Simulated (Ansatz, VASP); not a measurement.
**Two plane-wave programs on HCl**

```
Cl H
1.0
     8.49019    0.00000    0.00000
     0.00000    8.49019    0.00000
     0.00000    0.00000    8.49019
Cl H
12 12
Direct
  0.54451 0.00491 0.00050
  0.31444 0.52815 0.34678
  0.12592 0.23984 0.65397
  0.19702 0.09406 0.26383
  0.72363 0.69080 0.84166
  0.18215 0.78665 0.96549
  0.88517 0.23466 0.99672
  0.73374 0.50387 0.26163
  0.75675 0.15930 0.49580
  0.42267 0.38905 0.96057
  0.99908 0.71240 0.54084
  0.41441 0.85765 0.58984
  0.40988 0.92958 0.98607
  0.28587 0.45490 0.21480
  0.98994 0.21586 0.58184
  0.22938 0.13738 0.40740
  0.77605 0.55937 0.78485
  0.17882 0.76323 0.81392
  0.97966 0.19212 0.88227
  0.63139 0.46634 0.15324
  0.74464 0.27769 0.39485
  0.45694 0.23781 0.97570
  0.10553 0.64972 0.44855
  0.54783 0.80346 0.64571
```

Alike in both runs: functional PBE; dispersion D3(BJ); k mesh 1 × 1 × 1; occupations fermi-dirac, width 0.02 eV; no spin polarisation.

Ansatz relaxed the structure, and its values are those at the end. VASP's run is a single point on that final structure, the one shown.

|  | VASP | Ansatz |
| --- | --- | --- |
| version | VASP 6.6.1 | Ansatz 0.2.0 |
| potentials or method | VASP PAW PBE potentials, release 64 (Cl, H_h), cutoff 1000 eV | scalar-relativistic, plane waves, PAW |
| valence electrons in the cell | 96 | 96 |

Ansatz gave:

```
rms of the force components (eV/Å) : 0.082
```

Which values does VASP return?

rms of the force components (eV/Å): 0.140.
